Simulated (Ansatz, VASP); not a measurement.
**Two plane-wave programs on P**

```
CELL_PARAMETERS angstrom
2.42469 0.00000 0.00000
0.00000 2.43854 0.00000
-0.02031 0.00000 4.85243
ATOMIC_POSITIONS crystal
P 0.00000 0.00000 0.74943
P 0.00000 0.00000 0.25057
```

Alike in both runs: task single point; functional PBE-based screened hybrid with a share of 0.25 of exact exchange and HFSCREEN = 0.1; k mesh 6 × 6 × 3; occupations fermi-dirac, width 0.05 eV; no spin polarisation.

|  | VASP | Ansatz |
| --- | --- | --- |
| version | VASP 6.6.1 | Ansatz 0.2.0 |
| potentials or method | VASP PAW PBE potentials, release 64 (P) | Ansatz PAW |
| plane-wave cutoff (eV) | 520 | 420 |
| valence electrons in the cell | 10 | 10 |

|  | VASP | Ansatz | Ansatz less VASP |
| --- | --- | --- | --- |
| gap on the k mesh at the Fermi level (eV) | none | none | - |
| pressure (GPa) | -3.3 | -2.3 | +0.98 |
| traceless stress, the component that is largest in VASP (GPa) | 4.06 | 3.77 | -0.290 |
| rms of the force components (eV/Å) | 0.009 | 0.010 | +0.0010 |

VASP's potentials were made for PBE, not for PBE-based screened hybrid. Atom by atom the forces differ by 0.001 eV/Å (rms over components). A gap of «none» marks a metal or a gap that the smearing closes.

The k mesh is coarse, so the values compare programs but aren't converged.
